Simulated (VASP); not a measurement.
# Ru (P6/mmm) in VASP: single point with r2SCAN

Aim: the single point of Ru with r2SCAN.

Program: VASP 6.6.1. These are calculated values, not measurements. Logs are shortened: lines on timing, memory, paths and dates and some standing lists are left out, and cuts for length are marked.

## (1) The cell of the first run

It takes space group P6/mmm (No. 191, hexagonal). Conventional cell: a = 2.672 Å, b = 2.672 Å, c = 2.385 Å, α = 90.00°, β = 90.00°, γ = 120.00°. Within 3.2 Å of Ru (site symmetry 6/mmm) lie 8 Ru at 2.38 to 2.67 Å.

## (2) Single point, r2SCAN

POSCAR reads:

```
Ru
1.0
    2.6718999861      0.0000000000      0.0000000000
   -1.3359499931      2.3139332644      0.0000000000
    0.0000000000      0.0000000000      2.3848078037
Ru
1
Direct
    0.0000000000      0.0000000000      0.0000000000
```

INCAR.step1 reads:

```
SYSTEM = Ru
ALGO = Normal ; EDIFF = 1E-4
ENCUT = 520 ; GGA = PE
ISMEAR = 0 ; LASPH = .TRUE.
LCHARG = .FALSE. ; LREAL = .FALSE.
LWAVE = .TRUE. ; NBANDS = 13
NELM = 80 ; PREC = Accurate
SIGMA = 0.1
```

INCAR.step2 reads:

```
SYSTEM = Ru
ALGO = Normal ; EDIFF = 1E-6
ENCUT = 520 ; ISIF = 2
ISMEAR = 0 ; ISTART = 1
LASPH = .TRUE. ; LCHARG = .TRUE.
LELF = .TRUE. ; LMIXTAU = .TRUE.
LREAL = .FALSE. ; LVHAR = .TRUE.
LWAVE = .FALSE. ; METAGGA = R2SCAN
NBANDS = 13 ; NELM = 80
PREC = Accurate ; SIGMA = 0.1
```

KPOINTS reads:

```
k-points
0
G
  24 24 24
  0 0 0
```

Potentials or basis: VASP PAW PBE potentials, release 64 (Ru_pv).

Started as:

```sh
$ cat potpaw_PBE.64/Ru_pv/POTCAR > POTCAR
$ cp INCAR.step1 INCAR
$ mpirun -np 1 vasp_std > vasp.out
$ cp INCAR.step2 INCAR
$ mpirun -np 1 vasp_std > vasp.out
```

OUTCAR:

```text
SYSTEM = Ru
   EDIFF = 1E-6
   ENCUT = 520
   ISIF = 2
   ISMEAR = 0
   ISTART = 1
   LASPH = .TRUE.
   LREAL = .FALSE.
   METAGGA = R2SCAN
   NELM = 80
   PREC = Accurate

 ion  position               nearest neighbor table
   1  0.000  0.000  0.000-

  LATTYP: Found a hexagonal cell.
 ALAT       =     2.6718999861
 C/A-ratio  =     0.8925512991

  Lattice vectors:

 A1 = (   2.6718999861,   0.0000000000,   0.0000000000)
 A2 = (  -1.3359499931,   2.3139332644,   0.0000000000)
 A3 = (   0.0000000000,   0.0000000000,   2.3848078037)

Analysis of symmetry for initial positions (statically):
=====================================================================
 Subroutine PRICEL returns:
 Original cell was already a primitive cell.

 Routine SETGRP: Setting up the symmetry group for a
 hexagonal supercell.

 Subroutine GETGRP returns: Found 24 space group operations
 (whereof 24 operations were pure point group operations)
 out of a pool of 24 trial point group operations.

The static configuration has the point symmetry D_6h.

Analysis of symmetry for dynamics (positions and initial velocities):
=====================================================================
 Subroutine PRICEL returns:
 Original cell was already a primitive cell.

 Routine SETGRP: Setting up the symmetry group for a
 hexagonal supercell.

 Subroutine GETGRP returns: Found 24 space group operations
 (whereof 24 operations were pure point group operations)
 out of a pool of 24 trial point group operations.

The dynamic configuration has the point symmetry D_6h.

 Subroutine INISYM returns: Found 24 space group operations
 (whereof 24 operations are pure point group operations),
 and found     1 'primitive' translations

----------------------------------------------------------------------------------------

                                     Primitive cell

  volume of cell :      14.7443

  direct lattice vectors                    reciprocal lattice vectors
     2.671899986  0.000000000  0.000000000     0.374265506  0.216082291  0.000000000
    -1.335949993  2.313933264  0.000000000     0.000000000  0.432164581  0.000000000
     0.000000000  0.000000000  2.384807804     0.000000000  0.000000000  0.419321003

  length of vectors
     2.671899986  2.671899986  2.384807804     0.432164581  0.432164581  0.419321003

  position of ions in fractional coordinates (direct lattice)
     0.000000000  0.000000000  0.000000000

  ion indices of the primitive-cell ions
   primitive index   ion index
                 1           1

----------------------------------------------------------------------------------------

 KPOINTS: k-points

Automatic generation of k-mesh.
 Grid dimensions read from file:
 generate k-points for:   24   24   24

 Generating k-lattice:

  Cartesian coordinates                     Fractional coordinates (reciprocal lattice)
     0.015594396  0.009003429  0.000000000     0.041666667  0.000000000  0.000000000
     0.000000000  0.018006858  0.000000000     0.000000000  0.041666667  0.000000000
     0.000000000  0.000000000  0.017471708     0.000000000  0.000000000  0.041666667

  Length of vectors
     0.018006858  0.018006858  0.017471708

  Shift w.r.t. Gamma in fractional coordinates (k-lattice)
     0.000000000  0.000000000  0.000000000

 Subroutine IBZKPT returns following result:
 ===========================================

 Found    793 irreducible k-points:

 Following reciprocal coordinates:
            Coordinates               Weight
  0.000000  0.000000  0.000000      1.000000
  0.041667  0.000000  0.000000      6.000000
  0.083333  0.000000  0.000000      6.000000
  0.125000  0.000000  0.000000      6.000000
  0.166667  0.000000  0.000000      6.000000
  0.208333 -0.000000  0.000000      6.000000
[... 16 lines left out ...]
  0.416667  0.041667  0.000000     12.000000
  0.458333  0.041667  0.000000     12.000000
 [... further k-points ...]
   k-points           NKPTS =    793   k-points in BZ     NKDIM =    793   number of bands    NBANDS=     13
   number of dos      NEDOS =    301   number of ions     NIONS =      1
   total plane-waves  NPLWV =   7200
   dimension x,y,z NGX =    20 NGY =   20 NGZ =   18
   dimension x,y,z NGXF=    40 NGYF=   40 NGZF=   36
   ions per type =               1
   NGX,Y,Z   is equivalent  to a cutoff of  12.44, 12.44, 12.55 a.u.
   NGXF,Y,Z  is equivalent  to a cutoff of  24.89, 24.89, 25.10 a.u.
 SYSTEM =  Ru
   PREC   = accura    normal or accurate (medium, high low for compatibility)
   ISTART =      1    job   : 0-new  1-cont  2-samecut
   ICHARG =      0    charge: 1-file 2-atom 10-const
   ISPIN  =      1    spin polarized calculation?
   LNONCOLLINEAR =      F non collinear calculations
   LSORBIT =      F    spin-orbit coupling
   LASPH  =      T    aspherical Exc in radial PAW
   ENCUT  =  520.0 eV  38.22 Ry    6.18 a.u.   4.97  4.97  4.43*2*pi/ulx,y,z
   NELM   =     80;   NELMIN=  2; NELMDL=  0     # of ELM steps
   EDIFF  = 0.1E-05   stopping-criterion for ELM
   LREAL  =      F    real-space projection
   EDIFFG = 0.1E-04   stopping-criterion for IOM
   NSW    =      0    number of steps for IOM
   IBRION =     -1    ionic relax: 0-MD 1-quasi-New 2-CG
   NFREE  =      0    steps in history (QN), initial steepest desc. (CG)
   ISIF   =      2    stress and relaxation
   ISYM   =      2    0-nonsym 1-usesym 2-fastsym
   POTIM  = 0.5000    time-step for ionic-motion
   TEBEG  =    0.0;   TEEND  =   0.0 temperature during run
   PSTRESS=    0.0 pullay stress
   NELECT =      14.0000    total number of electrons
   NUPDOWN=      -1.0000    fix difference up-down
   EMIN   =  10.00;   EMAX   =-10.00  energy-range for DOS
   EFERMI =   0.00;   METHOD = LEGACY
   ISMEAR =     0;   SIGMA  =   0.10  broadening in eV -4-tet -1-fermi 0-gaus
   EFERMI_NEDOS =   21; number of points for ismear=-14 and -15
   IALGO  =     38    algorithm
   IMIX   =      4    mixing-type and parameters
     AMIX     =   0.40;   BMIX     =  1.00
     AMIX_MAG =   1.60;   BMIX_MAG =  1.00
  volume/ion in A,a.u.               =      14.74        99.50
  Fermi-wavevector in a.u.,A,eV,Ry     =   1.609074  3.040709 35.227108  2.589119
  Thomas-Fermi vector in A             =   2.704842
   LORBIT       =      0    0 simple, 1 ext, 2 COOP (PROOUT), +10 PAW based schemes
   METAGGA = R2SCAN    functional components
   LHFCALC =     F    Hartree Fock is set to
   AEXX    =    0.0000 exact exchange contribution
   IVDW    =     0    specifies the selected vdW correction
   LEPSILON=     F    determine dielectric tensor
   LRPA    =     F    only Hartree local field effects (RPA)
 non-spin polarized calculation
 Gauss-broadening in eV      SIGMA  =   0.10
  energy-cutoff  :      520.00
  volume of cell :       14.74
 maximum number of plane-waves:       417
 NGX is ok and might be reduce to    20
   NGX =  9   NGY =  9   NGZ =  9

 number of electron      14.0000001 magnetization

 Free energy of the ion-electron system (eV)
  ---------------------------------------------------
  ext. energy  EPLUGINS =         0.00000000
  ---------------------------------------------------
  free energy    TOTEN  =       -24.55058651 eV

  energy without entropy =      -24.54282147  energy(sigma->0) =      -24.54670399

 E-fermi :  11.4974     XC(G=0): -14.6258

 val. band max:       11.4970750478   @ k =   0.3750   0.1250   0.0417
 cond. band min:      11.4986770244   @ k =   0.0417   0.0417   0.2500
 fundamental gap:      0.0016019766
 Fermi energy:        11.4974254597

 k-point     1 :       0.0000    0.0000    0.0000
  band No.  band energies     occupation
      1     -32.3397      2.00000
      2     -32.3396      2.00000
      3     -32.1178      2.00000
      4       3.6815      2.00000
      5       5.3504      2.00000
      6       8.9362      2.00000
      7       8.9362      2.00000
      8      13.5193      0.00000
      9      13.5193      0.00000
     10      20.3734      0.00000
     11      26.8990      0.00000
     12      30.9302      0.00000
     13      34.0811      0.00000

 k-point     2 :       0.0417    0.0000    0.0000
  band No.  band energies     occupation
      1     -32.3561      2.00000
      2     -32.3434      2.00000
      3     -32.1162      2.00000
      4       3.7508      2.00000
      5       5.3739      2.00000
      6       8.8827      2.00000
      7       8.9929      2.00000
      8      13.4724      0.00000
      9      13.5107      0.00000
     10      20.3735      0.00000
     11      27.0191      0.00000
     12      31.0498      0.00000
     13      33.6734      0.00000

 k-point     3 :       0.0833    0.0000    0.0000
  band No.  band energies     occupation
      1     -32.4043      2.00000
      2     -32.3545      2.00000
      3     -32.1116      2.00000
      4       3.9526      2.00000
      5       5.4448      2.00000
      6       8.7341      2.00000
      7       9.1612      2.00000
      8      13.3374      0.00000
      9      13.4858      0.00000
     10      20.3735      0.00000
     11      27.3474      0.00000
     12      31.4009      0.00000
     13      32.7192      0.00000
[... 305 lines left out ...]
 k-point    23 :       0.4167    0.0417    0.0000
  band No.  band energies     occupation
      1     -33.2254      2.00000
      2     -32.5596      2.00000
      3     -32.0285      2.00000
      4       5.5507      2.00000
      5       6.2706      2.00000
      6      11.2220      1.99990
      7      11.3682      1.93235
      8      13.0294      0.00000
      9      13.4090      0.00000
     10      20.3736      0.00000
     11      20.7803      0.00000
     12      26.1255      0.00000
     13      32.1320      0.00000

 k-point    24 :       0.4583    0.0417    0.0000
  band No.  band energies     occupation
      1     -33.2547      2.00000
      2     -32.5671      2.00000
      3     -32.0253      2.00000
      4       5.4934      2.00000
      5       6.3193      2.00000
      6      11.3063      1.99313
      7      11.6163      0.09274
      8      13.0131      0.00000
      9      13.6722      0.00000
     10      20.2411      0.00000
     11      20.3738      0.00000
     12      25.8425      0.00000
     13      31.9915      0.00000

 [... further k-points ...]

------------------------ aborting loop because EDIFF is reached ----------------------------------------

  FORCE on cell =-STRESS in cart. coord.  units (eV):
  Direction    XX          YY          ZZ          XY          YZ          ZX
  --------------------------------------------------------------------------------------
  -------------------------------------------------------------------------------------
  Total        0.0998745      0.0998745      0.1515851     -0.0000000     -0.0000000      0.0000000
  in kB       10.8527703     10.8527703     16.4718652     -0.0000000     -0.0000000      0.0000000
  external PRESSURE =      12.7258019 kB  Pullay stress =       0.0000000 kB

 VOLUME and BASIS-vectors are now :
 -----------------------------------------------------------------------------
  energy-cutoff  :      520.00
  volume of cell :       14.74
      direct lattice vectors                 reciprocal lattice vectors
     2.671899986  0.000000000  0.000000000     0.374265506  0.216082291  0.000000000
    -1.335949993  2.313933264  0.000000000     0.000000000  0.432164581  0.000000000
     0.000000000  0.000000000  2.384807804     0.000000000  0.000000000  0.419321003

 POSITION                                       TOTAL-FORCE (eV/Angst)
 -----------------------------------------------------------------------------------
      0.00000      0.00000      0.00000         0.000000      0.000000      0.000000
 -----------------------------------------------------------------------------------
    total drift:                               -0.000000      0.000000      0.000000

  FREE ENERGIE OF THE ION-ELECTRON SYSTEM (eV)
  ---------------------------------------------------
  free  energy   TOTEN  =       -24.5505865107 eV

  energy  without entropy=      -24.5428214713  energy(sigma->0) =      -24.54670399
```

Wall time 6.3 min (1 thread of AMD EPYC 7R13 (Zen 3), shared host); peak memory 0.21 GiB.

Results:

| Quantity | Value |
| --- | --- |
| Free energy | -24.5506 eV |
| Pressure | 1.3 GPa |
| Band gap on the k mesh | zero (band 7 reaches 13.77 eV, above the bottom of band 8 at 9.97 eV) |

Stress tensor (GPa, compression positive):
```
1.09 0.00 0.00
0.00 1.09 0.00
0.00 0.00 1.65
```

Caveat: the PAW data sets were made with another functional, which shifts forces and pressure a little.
